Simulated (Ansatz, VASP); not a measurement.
**InSe2 in VASP and in Ansatz**

Contents of INCAR:

```
  PREC = Accurate
  ENCUT = 520
  EDIFF = 1E-7
  ISMEAR = 0
  SIGMA = 0.1
  LREAL = False
  LASPH = True
  NELM = 80
  ALGO = Normal
  ISIF = 2
  LWAVE = False
  LCHARG = False
  GGA = PE
  NBANDS = 34
```

File KPOINTS:

```
Automatic mesh
0
Gamma
  10 10 4
```

POSCAR

```
InSe2
1.0
    3.8948930000      0.0000000000      0.0000000000
    0.0000000000      3.8948930000      0.0000000000
    0.0000000000      0.0000000000      9.6262310000
In Se
2 4
Direct
    0.0000000000      0.5000000000      0.7064680000
    0.5000000000      0.0000000000      0.2935320000
    0.0000000000      0.5000000000      0.3662120000
    0.5000000000      0.0000000000      0.6337880000
    0.0000000000      0.0000000000      0.0000000000
    0.5000000000      0.5000000000      0.0000000000
```

Input for Ansatz:

```yaml
crystal:
  lattice:
    - [3.894893, 0.0, 0.0]
    - [0.0, 3.894893, 0.0]
    - [0.0, 0.0, 9.626231]
  atoms:
    - { symbol: In, position: [0.0, 0.5, 0.706468] }
    - { symbol: In, position: [0.5, 0.0, 0.293532] }
    - { symbol: Se, position: [0.0, 0.5, 0.366212] }
    - { symbol: Se, position: [0.5, 0.0, 0.633788] }
    - { symbol: Se, position: [0.0, 0.0, 0.0] }
    - { symbol: Se, position: [0.5, 0.5, 0.0] }
basis:
  ecutwfc: 460
kpoints:
  mp_grid: { grid: [10, 10, 4] }
hamiltonian:
  xc: pbe
scf:
  occupations: { method: gaussian, width: 0.1 }
output:
  forces: true
  stress: true
  eigenvalues: true
  write_density: true
  write_potential: true
  elf: true
  volumetric_format: npy
```

Alike in both runs: task single point; functional PBE; k mesh 10 × 10 × 4; occupations gaussian, width 0.1 eV; no spin polarisation.

```csv
,VASP,Ansatz
version,VASP 6.6.1,Ansatz 0.2.0
potentials or method,"VASP PAW PBE potentials, release 64 (In_d, Se), cutoff 520 eV","scalar-relativistic, plane waves, PAW"
valence electrons in the cell,50,90
```

|  | VASP | Ansatz | Ansatz less VASP |
| --- | --- | --- | --- |
| gap on the k mesh at the Fermi level (eV) | none | none | - |
| pressure (GPa) | -0.1 | -0.1 | -0.03 |
| traceless stress, the component that is largest in VASP (GPa) | 0.55 | 0.57 | +0.019 |
| rms of the force components (eV/Å) | 0.020 | 0.020 | +0.0002 |

Atom by atom the forces differ by 0.000 eV/Å (rms over components). A gap of «none» marks a metal or a gap that the smearing closes. With one functional, cell and mesh, what is left measures potentials, basis and numerics. VASP's potentials hold 50 valence electrons a cell and Ansatz's 90, so a difference there can come from the potentials and not from the codes.
